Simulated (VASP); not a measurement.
Here is a VASP 6.6.1 calculation.

File INCAR:

```
ALGO = Normal ; EDIFF = 1E-7
EDIFFG = -0.01 ; ENCUT = 600
GGA = PE ; GGA_COMPAT = F
IBRION = 2 ; ISIF = 3
ISMEAR = -1 ; ISPIN = 2
IVDW = 13 ; KPAR = 4
LASPH = T ; LCHARG = F
LMAXMIX = 6 ; LORBIT = 11
LREAL = F ; LWAVE = F
MAGMOM = 0 0 4 1 0 0 0 0 0 0 ; NELM = 200
NELMIN = 4 ; NSW = 60
PREC = Accurate ; SIGMA = 0.05
```

The input KPOINTS:

```
k-points
0
Gamma
  5 5 5
```

File POSCAR:

```
NaLaMnMoO6
1.0
    4.7224200000     -2.7368800000      0.0020400000
    4.7224200000      2.7368800000      0.0020400000
   -3.1779600000      0.0000000000      4.4700000000
Na La Mn Mo O
1 1 1 1 6
Direct
    0.2502100000      0.2502100000      0.7445900000
    0.7511700000      0.7511700000      0.2570700000
    0.4991800000      0.4991800000      0.4991700000
    0.0011000000      0.0011000000      0.0011400000
    0.2850300000      0.7810600000      0.2852000000
    0.7810600000      0.2850300000      0.2852000000
    0.2518700000      0.2518700000      0.1877500000
    0.7477700000      0.7477700000      0.8112400000
    0.2188300000      0.7140700000      0.7152500000
    0.7140700000      0.2188300000      0.7152500000
```

Potentials or basis: VASP PAW PBE potentials, release 64 (Na_pv, La, Mn_pv, Mo_sv, O).

Launch:

```console
$ cat potpaw_PBE.64/Na_pv/POTCAR potpaw_PBE.64/La/POTCAR potpaw_PBE.64/Mn_pv/POTCAR potpaw_PBE.64/Mo_sv/POTCAR potpaw_PBE.64/O/POTCAR > POTCAR
$ mpirun -np 4 vasp_std > vasp.out
```

**Question.** Estimate the relaxed cell.

**Answer.** a = 5.443 Å, b = 5.443 Å, c = 5.483 Å, α = 120.21°, β = 120.21°, γ = 60.31°.

**Question.** What does it give for the net moment?

**Answer.** 2.60 μB per cell.

**Question.** Predict the site moments.

**Answer.** Na +0.00; La -0.01; Mn +2.83; Mo -0.38; O +0.02, +0.01 (each value once) μB.

**Question.** Predict the space group after relaxing (to 0.1 Å).

**Answer.** Cm (No. 8).

Forces on the atoms (eV/Å):
```
Na   0.006  0.000 -0.008
La   0.001  0.000 -0.002
Mn  -0.001  0.000  0.003
Mo   0.000  0.000 -0.001
O   -0.005 -0.003  0.001
O   -0.005  0.003  0.001
O   -0.002  0.000  0.003
O    0.001  0.000  0.000
O    0.003 -0.003  0.002
O    0.003  0.003  0.002
```

Caveat: a cell with one magnetic atom can't hold antiferromagnetic order, which such compounds often take.
